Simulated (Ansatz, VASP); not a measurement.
**BaTiO3 in VASP and in Ansatz**

```
Ba Ti O
1.0
     3.94992    0.00000    0.00000
     0.00000    2.82845    2.83866
     0.00000   -2.82845    2.83866
Ba Ti O
1 1 3
Direct
  0.00000 0.00363 0.00363
  0.50000 0.51648 0.51648
  0.50000 0.98148 0.49032
  0.50000 0.49032 0.98148
  0.00000 0.48799 0.48799
```

Alike in both runs: task single point; functional PBEsol; k mesh 6 × 6 × 6; occupations gaussian, width 0.02 eV; no spin polarisation.

```csv
,VASP,Ansatz
version,VASP 6.6.1,Ansatz 0.2.0
potentials or method,"VASP PAW PBE potentials, release 64 (Ba_sv, Ti_sv, O), cutoff 520 eV","scalar-relativistic, plane waves, PAW"
valence electrons in the cell,40,40
```

|  | VASP | Ansatz | Ansatz less VASP |
| --- | --- | --- | --- |
| gap on the k mesh at the Fermi level (eV) | 2.09 | 2.14 | +0.058 |
| least direct gap on the mesh (eV) | 2.44 | 2.45 | +0.018 |
| pressure (GPa) | 1.9 | 0.0 | -1.95 |
| rms of the force components (eV/Å) | 0.023 | 0.002 | -0.0212 |

VASP's potentials were made for PBE, not for PBEsol. Atom by atom the forces differ by 0.024 eV/Å (rms over components).

Neither program's run includes spin-orbit coupling.
